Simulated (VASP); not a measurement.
# RbHg (Fd-3m) in VASP: relaxation of cell and atoms with PBE

Aim: the relaxation of cell and atoms of RbHg with PBE.

Program: VASP 6.6.1. These are calculated values, not measurements. Logs are shortened: lines on timing, memory, paths and dates and some standing lists are left out, and cuts for length are marked.

## 1. The cell of the first run

The structure is cubic, space group Fd-3m (No. 227). The conventional cell has a = 8.825 Å, b = 8.825 Å, c = 8.825 Å, α = 90.00°, β = 90.00°, γ = 90.00°. Within 5.0 Å of Rb (site symmetry -43m) lie 4 Rb at 3.82 Å and 10 Hg at 3.82 to 4.41 Å. Within 5.0 Å of Hg (site symmetry -43m) lie 10 Rb at 3.82 to 4.41 Å and 4 Hg at 3.82 Å.

The cell was generated, and may not be a known phase.

## 2. Relaxation of cell and atoms, PBE

File INCAR:

```
SYSTEM = RbHg
PREC = Accurate
ENCUT = 600
EDIFF = 1E-6
ISMEAR = 0
SIGMA = 0.1
LREAL = .False.
LASPH = .True.
NELM = 100
ALGO = Fast
ISIF = 3
LWAVE = .False.
LCHARG = .False.
GGA = PE
IBRION = 2
NSW = 100
EDIFFG = -0.01
```

File KPOINTS:

```
regular mesh
0
Gamma
  10 10 10
  0 0 0
```

File POSCAR:

```
RbHg
1.0
    0.0000000000      4.4122606802      4.4122606802
    4.4122606802      0.0000000000      4.4122606802
    4.4122606802      4.4122606802      0.0000000000
Rb Hg
2 2
Direct
    0.5000000000      0.5000000000      0.5000000000
    0.7500000000      0.7500000000      0.7500000000
    0.0000000000      0.0000000000      0.0000000000
    0.2500000000      0.2500000000      0.2500000000
```

Potentials or basis: VASP PAW PBE potentials, release 64 (Rb_sv, Hg).

On the command line:

```
$ cat potpaw_PBE.64/Rb_sv/POTCAR potpaw_PBE.64/Hg/POTCAR > POTCAR
$ mpirun -np 1 vasp_std > vasp.out
```

OUTCAR:

```text
SYSTEM = RbHg
   PREC = Accurate
   ENCUT = 600
   EDIFF = 1E-6
   ISMEAR = 0
   LREAL = .False.
   LASPH = .True.
   NELM = 100
   ISIF = 3
   GGA = PE
   IBRION = 2
   NSW = 100
   EDIFFG = -0.01

 ion  position               nearest neighbor table
   1  0.500  0.500  0.500-   2 3.82   4 3.82   4 3.82   4 3.82   4 3.82   2 3.82   2 3.82   2 3.82
                             3 4.41   3 4.41   3 4.41   3 4.41   3 4.41   3 4.41
   2  0.750  0.750  0.750-   1 3.82   3 3.82   1 3.82   1 3.82   1 3.82   3 3.82   3 3.82   3 3.82
                             4 4.41   4 4.41   4 4.41   4 4.41   4 4.41   4 4.41
   3  0.000  0.000  0.000-   2 3.82   4 3.82   2 3.82   2 3.82   2 3.82   4 3.82   4 3.82   4 3.82
                             1 4.41   1 4.41   1 4.41   1 4.41   1 4.41   1 4.41
   4  0.250  0.250  0.250-   1 3.82   3 3.82   3 3.82   3 3.82   3 3.82   1 3.82   1 3.82   1 3.82
                             2 4.41   2 4.41   2 4.41   2 4.41   2 4.41   2 4.41

  LATTYP: Found a face centered cubic cell.
 ALAT       =     8.8245213604

  Lattice vectors:

 A1 = (   0.0000000000,   4.4122606802,   4.4122606802)
 A2 = (   4.4122606802,   0.0000000000,   4.4122606802)
 A3 = (   4.4122606802,   4.4122606802,   0.0000000000)

Analysis of symmetry for initial positions (statically):
=====================================================================
 Subroutine PRICEL returns:
 Original cell was already a primitive cell.

 Routine SETGRP: Setting up the symmetry group for a
 face centered cubic supercell.

 Subroutine GETGRP returns: Found 48 space group operations
 (whereof 24 operations were pure point group operations)
 out of a pool of 48 trial point group operations.

The static configuration has the point symmetry T_d .
 The point group associated with its full space group is O_h .

Analysis of symmetry for dynamics (positions and initial velocities):
=====================================================================
 Subroutine PRICEL returns:
 Original cell was already a primitive cell.

 Routine SETGRP: Setting up the symmetry group for a
 face centered cubic supercell.

 Subroutine GETGRP returns: Found 48 space group operations
 (whereof 24 operations were pure point group operations)
 out of a pool of 48 trial point group operations.

The dynamic configuration has the point symmetry T_d .
 The point group associated with its full space group is O_h .

 Subroutine INISYM returns: Found 48 space group operations
 (whereof 24 operations are pure point group operations),
 and found     1 'primitive' translations

[... 105 lines left out ...]
   ISYM   =      2    0-nonsym 1-usesym 2-fastsym
   POTIM  = 0.5000    time-step for ionic-motion
   TEBEG  =    0.0;   TEEND  =   0.0 temperature during run
   PSTRESS=    0.0 pullay stress
   NELECT =      42.0000    total number of electrons
   NUPDOWN=      -1.0000    fix difference up-down
   EMIN   =  10.00;   EMAX   =-10.00  energy-range for DOS
   EFERMI =   0.00;   METHOD = LEGACY
   ISMEAR =     0;   SIGMA  =   0.10  broadening in eV -4-tet -1-fermi 0-gaus
   EFERMI_NEDOS =   21; number of points for ismear=-14 and -15
   IALGO  =     68    algorithm
   IMIX   =      4    mixing-type and parameters
     AMIX     =   0.40;   BMIX     =  1.00
     AMIX_MAG =   1.60;   BMIX_MAG =  1.00
  volume/ion in A,a.u.               =      42.95       289.83
  Fermi-wavevector in a.u.,A,eV,Ry     =   1.023655  1.934427 14.257119  1.047869
  Thomas-Fermi vector in A             =   2.157400
   LORBIT       =      0    0 simple, 1 ext, 2 COOP (PROOUT), +10 PAW based schemes
   GGA     = PE    functional components
   LHFCALC =     F    Hartree Fock is set to
   AEXX    =    0.0000 exact exchange contribution
   IVDW    =     0    specifies the selected vdW correction
   LEPSILON=     F    determine dielectric tensor
   LRPA    =     F    only Hartree local field effects (RPA)
 conjugate gradient relaxation of ions
 non-spin polarized calculation
 RMM-DIIS sequential band-by-band and
 Gauss-broadening in eV      SIGMA  =   0.10
  energy-cutoff  :      600.00
  volume of cell :      171.80
 maximum number of plane-waves:      5781
 NGX is ok and might be reduce to    50
   NGX = 25   NGY = 25   NGZ = 25

--------------------------------------- Ionic step        1  -------------------------------------------

 number of electron      41.9999997 magnetization

 Free energy of the ion-electron system (eV)
  ---------------------------------------------------
  ext. energy  EPLUGINS =         0.00000000
  ---------------------------------------------------
  free energy    TOTEN  =        -2.74951089 eV

  energy without entropy =       -2.73491824  energy(sigma->0) =       -2.74221456

------------------------ aborting loop because EDIFF is reached ----------------------------------------

  FORCE on cell =-STRESS in cart. coord.  units (eV):
  Direction    XX          YY          ZZ          XY          YZ          ZX
  --------------------------------------------------------------------------------------
  -------------------------------------------------------------------------------------
  Total        0.0426693      0.0426693      0.0426693     -0.0000000     -0.0000000     -0.0000000
  in kB        0.3979353      0.3979353      0.3979353     -0.0000000     -0.0000000     -0.0000000
  external PRESSURE =       0.3979353 kB  Pullay stress =       0.0000000 kB
[... 63 lines left out ...]
--------------------------------------- Ionic step        3  -------------------------------------------

 number of electron      41.9999997 magnetization

 Free energy of the ion-electron system (eV)
  ---------------------------------------------------
  ext. energy  EPLUGINS =         0.00000000
  ---------------------------------------------------
  free energy    TOTEN  =        -2.74965096 eV

  energy without entropy =       -2.73525506  energy(sigma->0) =       -2.74245301

 E-fermi :   1.3570     XC(G=0):  -7.7133

 val. band max:        1.3297044937   @ k =  -0.2000   0.1000   0.0000
 cond. band min:       1.3589095422   @ k =  -0.3000   0.4000   0.1000
 fundamental gap:      0.0292050484
 Fermi energy:         1.3569975709

 k-point     1 :       0.0000    0.0000    0.0000
  band No.  band energies     occupation
      1     -27.4226      2.00000
      2     -27.3362      2.00000
      3     -11.6380      2.00000
      4     -11.6380      2.00000
      5     -11.6380      2.00000
      6     -11.3592      2.00000
[... 661 lines left out ...]
     24       2.7239      0.00000
     25       4.0994      0.00000

 [... further k-points ...]
[... 5 lines left out ...]
  --------------------------------------------------------------------------------------
  -------------------------------------------------------------------------------------
  Total        0.0122109      0.0122109      0.0122109      0.0000000      0.0000000     -0.0000000
  in kB        0.1131786      0.1131786      0.1131786      0.0000000      0.0000000     -0.0000000
  external PRESSURE =       0.1131786 kB  Pullay stress =       0.0000000 kB
[... 19 lines left out ...]
  FREE ENERGIE OF THE ION-ELECTRON SYSTEM (eV)
  ---------------------------------------------------
  free  energy   TOTEN  =        -2.7496509560 eV

  energy  without entropy=       -2.7352550614  energy(sigma->0) =       -2.74245301

 reached required accuracy - stopping structural energy minimisation
```

Run time: 7.9 min. Hardware: 1 thread of Intel Xeon Platinum 8488C (Sapphire Rapids), shared host; peak memory 0.51 GiB.

Results:

```yaml
Free_energy: -2.7497 eV
Relaxed_volume: 43.21 Å³/atom
Relaxed_cell: a = 6.253 Å, b = 6.253 Å, c = 6.253 Å, α = 60.00°, β = 60.00°, γ = 60.00°
Space_group_after_relaxing_to_0.1_Å: Fd-3m (No. 227)
Energy_gained_by_relaxing: 0.0 meV/atom
Ionic_steps: 3
Pressure_after_relaxing: 0.0 GPa
Band_gap_on_the_k_mesh: zero (bands 21 and 22 overlap by 1.38 eV)
```

The path:
```
step  energy change (eV)  largest force (eV/Å)  pressure (GPa)  volume (Å³)
   1              0.0000                0.0000            0.04       171.80
   2             -0.0001                0.0000            0.04       172.06
   3             -0.0001                0.0000            0.01       172.86
```

Final structure:
```xyz
4
Lattice="0.0000 4.4213 4.4213 4.4213 0.0000 4.4213 4.4213 4.4213 0.0000" Properties=species:S:1:pos:R:3 pbc="T T T"
Rb    4.4213    4.4213    4.4213
Rb    6.6320    6.6320    6.6320
Hg    0.0000    0.0000    0.0000
Hg    2.2107    2.2107    2.2107
```

Levels at points of the mesh, in eV from the Fermi level:
```csv
k point,band 19,band 20,band 21,band 22,band 23,band 24
"(0.00, 0.00, 0.00)",-5.78,-2.38,0.98,0.98,0.98,1.82
"(0.50, 0.00, 0.00)",-4.86,-3.73,-0.22,0.22,0.22,2.48
"(0.50, 0.50, 0.00)",-4.31,-4.31,0.20,0.20,0.70,0.70
```

Caveat: spin-orbit coupling is left out, which moves the levels of the heavy elements.

The gap in the log of VASP goes by the Fermi energy; the results here count the filled bands.